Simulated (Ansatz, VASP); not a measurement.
Sr in VASP and in Ansatz

```
Sr
1.0
     4.21754    0.00000    0.00000
    -1.40585    3.97634    0.00000
    -1.40585   -1.98817    3.44361
Sr
1
Direct
  0.00000 0.00000 0.00000
```

Alike in both runs: task single point; functional PBEsol; k mesh 8 × 8 × 8; no spin polarisation.

|  | VASP | Ansatz |
| --- | --- | --- |
| version | VASP 6.6.1 | Ansatz 0.2.0 |
| potentials or method | VASP PAW PBE potentials, release 64 (Sr_sv) | plane waves, PAW |
| plane-wave cutoff (eV) | 500 | 420 |
| occupations | gaussian, width 0.1 eV | gaussian |
| valence electrons in the cell | 10 | 10 |

```csv
,VASP,Ansatz,Ansatz less VASP
pressure (GPa),-1.3,-1.3,-0.01
```

VASP's potentials were made for PBE, not for PBEsol.
